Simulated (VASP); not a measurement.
Set up this calculation in VASP 6.6.1, as the native input.

```
Task                   : single point
Functional             : LDA
Potentials or basis    : VASP PAW LDA potentials, release 64 (Na_pv, I)
Cutoff                 : 520 eV
k mesh                 : 6 × 6 × 6
Occupations            : gaussian, width 0.01 eV
Spin                   : non-collinear spin, zero start, spin-orbit coupling
Starting moments       : [[0.0, 0.0, 0.0], [0.0, 0.0, 0.0]] μB
Dipole correction      : no
Further INCAR settings : ALGO = Normal; EDIFF = 1e-06; NBANDS = 26
```

The structure of NaI lies in POSCAR:

```
NaI
1.0
    0.0000000000      3.1467426210      3.1467426210
    3.1467426210      0.0000000000      3.1467426210
    3.1467426210      3.1467426210      0.0000000000
Na I
1 1
Direct
    0.0000000000      0.0000000000      0.0000000000
    0.5000000000      0.5000000000      0.5000000000
```

The input as run:

INCAR

```
  ALGO = Normal
  EDIFF = 1E-6
  ENCUT = 520
  GGA_COMPAT = F
  ISIF = 2
  ISMEAR = 0
  LASPH = T
  LCHARG = F
  LNONCOLLINEAR = T
  LORBIT = 11
  LORBMOM = T
  LREAL = F
  LSORBIT = T
  LWAVE = F
  MAGMOM = 0 0 0 0 0 0
  NBANDS = 26
  NELM = 150
  PREC = Accurate
  SIGMA = 0.01
```

KPOINTS

```
k-points
0
Gamma
  6 6 6
```

Potentials or basis: VASP PAW LDA potentials, release 64 (Na_pv, I).

Command:

```bash
$ cat potpaw_LDA.64/Na_pv/POTCAR potpaw_LDA.64/I/POTCAR > POTCAR
$ mpirun -np 1 vasp_ncl > vasp.out
```

It gave:

| Quantity | Value |
| --- | --- |
| Pressure | -0.2 GPa |
| Net moment | 0.00 μB per cell |
| Valence electrons inside the program's atomic spheres | Na 6.03; I 4.36 |

Wall time 56 s on 1 thread of Intel(R) Xeon(R) Platinum 8259CL CPU @ 2.50GHz (Skylake/Cascade Lake) (shared host), peak memory 0.31 GiB.
